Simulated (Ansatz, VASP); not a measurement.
**C: VASP beside Ansatz**

```
C
1.0
     2.48502    0.00000    0.00000
    -1.24251    2.13501    0.00000
     0.00000    0.00000   32.74417
C
4
Cartesian
  0.0000 -0.0041 14.6685
  1.2425 0.7060 14.6681
  0.0000 0.0041 18.0756
  0.0000 1.4290 18.0761
```

Change from the starting cell: strain along x +0.008, atoms relaxed.

Alike in both runs: functional PBE; dispersion D3(BJ); k mesh 21 × 21 × 1; occupations gaussian, width 0.1 eV; no spin polarisation.

Ansatz relaxed the structure, and its values are those at the end. VASP's run is a single point on that final structure, the one shown.

|  | VASP | Ansatz |
| --- | --- | --- |
| version | VASP 6.6.1 | Ansatz 0.2.0 |
| potentials or method | VASP PAW PBE potentials, release 64 (C), cutoff 520 eV | scalar-relativistic, plane waves, PAW |
| valence electrons in the cell | 16 | 16 |

```csv
,VASP,Ansatz,Ansatz less VASP
gap on the k mesh at the Fermi level (eV),none,none,-
least direct gap on the mesh (eV),0.00,0.00,0.000
```

A gap of «none» marks a metal or a gap that the smearing closes. Ansatz's warnings: stress scf threshold loose, xc potential rough in thin density.

A gap of «none» marks a metal or a gap under the smearing width.
